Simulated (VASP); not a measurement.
A run of VASP 6.6.1 is set up as follows.

File INCAR:

```
SYSTEM = LiMg2
  ALGO = Normal
  EDIFF = 1E-6
  ENCUT = 520
  ISIF = 2
  ISMEAR = -1
  LASPH = .True.
  LCHARG = .True.
  LELF = .True.
  LREAL = .False.
  LVHAR = .True.
  LWAVE = .False.
  NBANDS = 16
  NELM = 60
  PREC = Accurate
  SIGMA = 0.1
```

Contents of KPOINTS:

```
k-points
0
Gamma
  8 8 2
  0 0 0
```

File POSCAR:

```
LiMg2
1.0
    3.0793196168      0.0000000000      0.0000000000
   -1.5396598084      2.6667690145      0.0000000000
    0.0000000000      0.0000000000     15.0248677301
Li Mg
2 4
Direct
    0.6666666667      0.3333333333      0.6668686282
    0.6666666667      0.3333333333      0.3331313718
    0.6666666667      0.3333333333      0.0000000000
    0.0000000000      0.0000000000      0.8292994718
    0.0000000000      0.0000000000      0.5000000000
    0.0000000000      0.0000000000      0.1707005282
```

Potentials or basis: VASP PAW LDA potentials, release 64 (Li_sv, Mg).

The run is started by

```bash
$ cat potpaw_LDA.64/Li_sv/POTCAR potpaw_LDA.64/Mg/POTCAR > POTCAR
$ mpirun -np 1 vasp_std > vasp.out
```

What does it give for the band gap on the k mesh?

Zero (band 7 reaches 3.13 eV, above the bottom of band 8 at 0.15 eV).

Predict the largest force.

0.007 eV/Å.

Forces on the atoms (eV/Å):
```
Li   0.000  0.000  0.001
Li   0.000  0.000 -0.001
Mg   0.000  0.000  0.000
Mg   0.000  0.000  0.007
Mg   0.000  0.000  0.000
Mg   0.000  0.000 -0.007
```
